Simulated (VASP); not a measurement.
Wanted: the native input for a VASP 6.6.1 run.

- Task: single point
- Functional: PBE
- Potentials or basis: VASP PAW PBE potentials, release 64 (Mo_sv)
- Cutoff: 520 eV
- k mesh: 7 × 7 × 7
- Occupations: fermi-dirac, width 0.05 eV
- Spin: no spin polarisation
- Dipole correction: no
- Further INCAR settings: ALGO = Normal; EDIFF = 1e-07; NBANDS = 13

The structure of Mo lies in POSCAR:

```
Mo
1.0
   -1.5838089719      1.5838089719      1.5838089719
    1.5838089719     -1.5838089719      1.5838089719
    1.5838089719      1.5838089719     -1.5838089719
Mo
1
Direct
    0.0000000000      0.0000000000      0.0000000000
```

One way to write it, as run:

INCAR

```
SYSTEM = Mo
PREC = Accurate
ENCUT = 520
EDIFF = 1E-7
ISMEAR = -1
SIGMA = 0.05
LREAL = .FALSE.
LASPH = .TRUE.
NELM = 100
ALGO = Normal
ISIF = 2
LWAVE = .FALSE.
LCHARG = .TRUE.
GGA = PE
LELF = .TRUE.
LVHAR = .TRUE.
NBANDS = 13
```

KPOINTS

```
regular mesh
0
G
  7 7 7
  0 0 0
```

Potentials or basis: VASP PAW PBE potentials, release 64 (Mo_sv).

Command:

```bash
$ cat potpaw_PBE.64/Mo_sv/POTCAR > POTCAR
$ mpirun -np 1 vasp_std > vasp.out
```

It gave:

- Pressure: -0.5 GPa
- Band gap on the k mesh: zero (band 7 reaches 15.16 eV, above the bottom of band 8 at 10.99 eV)

Caveat: the k points lie up to 0.40 Å⁻¹ apart.

It took 8.1 s on 1 thread of AMD EPYC 7R13, with other jobs on the host, peak memory 0.09 GiB.
